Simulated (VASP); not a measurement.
Runs of VASP 6.6.1 on Pt. The structure is that of space group Fm-3m (No. 225), or close to it. The cells are those of the table. 

```csv
level,cell,k mesh,cutoff (eV),gap on the mesh (eV),pressure (GPa)
PBE,"a = 2.831 Å, angles 60.0°, 1 atom",8 × 8 × 8,520,none,-7.0
r2SCAN,"a = 2.805 Å, angles 60.0°, 1 atom",18 × 18 × 18,520,none,(a)
r2SCAN,"a = 2.772 Å, angles 60.0°, 1 atom",18 × 18 × 18,550,none,(b)
r2SCAN,"a = 2.786 Å, angles 60.0°, 1 atom",18 × 18 × 18,520,none,0.6
PBE,"a = 2.805 Å, angles 60.0°, 1 atom",8 × 8 × 8,520,none,-0.7
r2SCAN,"a = 2.786 Å, angles 60.0°, 1 atom",18 × 18 × 18,550,none,0.7
```

Alike in all rows: task single point; potentials or basis VASP PAW PBE potentials, release 64 (Pt); no spin polarisation; smearing gaussian 0.05 eV.

**Question.** Estimate the missing entries.

**Answer.** (a) -4.6; (b) 5.1.

Caveats: spin-orbit coupling is left out, which moves the levels of the heavy elements; the PAW data sets were made with another functional, which shifts forces and pressure a little (some runs).

A k mesh can miss the band edges, and the runs leave out spin-orbit coupling on Pt.

A gap of «none» marks levels without a gap at the run's occupations.
